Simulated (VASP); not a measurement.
Write the native input for VASP 6.6.1 that does the following.

* Task: single point
* Functional: PBEsol
* Potentials or basis: VASP PAW PBE potentials, release 64 (Cd, Se)
* Cutoff: 520 eV
* k mesh: 6 × 6 × 6
* Occupations: gaussian, width 0.01 eV
* Spin: no spin polarisation
* Dipole correction: no
* Further INCAR settings: ALGO = Normal; EDIFF = 1e-07; NBANDS = 16

The structure of CdSe lies in POSCAR:

```
CdSe
1.0
    3.0109012695      3.0109012695      0.0000000000
   -3.0109012695      3.0109012695      0.0000000000
    0.0000000000      3.0109012695      3.0843388759
Cd Se
1 1
Direct
    0.0000000000      0.0000000000      0.0000000000
    0.7500000000      0.2500000000      0.5000000000
```

This cell differs from its parent crystal: in-plane strain -0.01, then relaxed in part.

These files were run (other wordings do the same):

INCAR

```
ALGO = Normal
EDIFF = 1E-7
ENCUT = 520
GGA = PS
ISIF = 2
ISMEAR = 0
LASPH = T
LCHARG = T
LELF = T
LREAL = F
LVHAR = T
LWAVE = F
NBANDS = 16
NELM = 60
PREC = Accurate
SIGMA = 0.01
```

KPOINTS

```
k-points
0
Gamma
  6 6 6
```

Potentials or basis: VASP PAW PBE potentials, release 64 (Cd, Se).

The run is started by

```bash
$ cat potpaw_PBE.64/Cd/POTCAR potpaw_PBE.64/Se/POTCAR > POTCAR
$ mpirun -np 1 vasp_std > vasp.out
```

It gave:

```yaml
Pressure: 0.6 GPa
Band_gap_on_the_k_mesh: 0.46 eV, direct
```

Caveat: the cell differs from its parent crystal (in-plane strain -0.01, then relaxed in part); the PAW data sets were made with another functional, which shifts forces and pressure a little.

Run time: 28 s on 1 thread of Intel(R) Xeon(R) Platinum 8259CL CPU @ 2.50GHz (Skylake/Cascade Lake) (shared host), peak memory 0.18 GiB.
